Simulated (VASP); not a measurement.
Input of a VASP 6.6.1 run:

Contents of POSCAR:

```
InAs
1.0
    0.0000000000      3.0545904655      3.0545904655
    3.0545904655      0.0000000000      3.0545904655
    3.0545904655      3.0545904655      0.0000000000
In As
1 1
Direct
    0.0000000000      0.0000000000      0.0000000000
    0.2500000000      0.2500000000      0.2500000000
```

Contents of INCAR.step1:

```
SYSTEM = InAs
PREC = Accurate
ENCUT = 520
ISMEAR = -1
SIGMA = 0.02
LREAL = .False.
LASPH = .True.
NELM = 80
NBANDS = 16
GGA = PE
ALGO = Normal
EDIFF = 1E-4
LWAVE = .True.
LCHARG = .False.
```

File INCAR.step2:

```
SYSTEM = InAs
PREC = Accurate
ENCUT = 520
EDIFF = 1E-6
ISMEAR = -1
SIGMA = 0.02
LREAL = .False.
LASPH = .True.
NELM = 80
ALGO = Normal
ISIF = 2
LWAVE = .False.
LCHARG = .True.
METAGGA = R2SCAN
LMIXTAU = .True.
LELF = .True.
LVHAR = .True.
NBANDS = 16
ISTART = 1
```

The input KPOINTS:

```
regular mesh
0
Gamma
  6 6 6
  0 0 0
```

Potentials or basis: VASP PAW PBE potentials, release 64 (In_d, As).

Run with:

```console
$ cat potpaw_PBE.64/In_d/POTCAR potpaw_PBE.64/As/POTCAR > POTCAR
$ cp INCAR.step1 INCAR
$ mpirun -np 1 vasp_std > vasp.out
$ cp INCAR.step2 INCAR
$ mpirun -np 1 vasp_std > vasp.out
```

Estimate the pressure.

0.0 GPa.

Estimate the band gap on the k mesh.

0.08 eV.

Caveat: the PAW data sets were made with another functional, which shifts forces and pressure a little; spin-orbit coupling is left out, which moves the levels of the heavy elements.
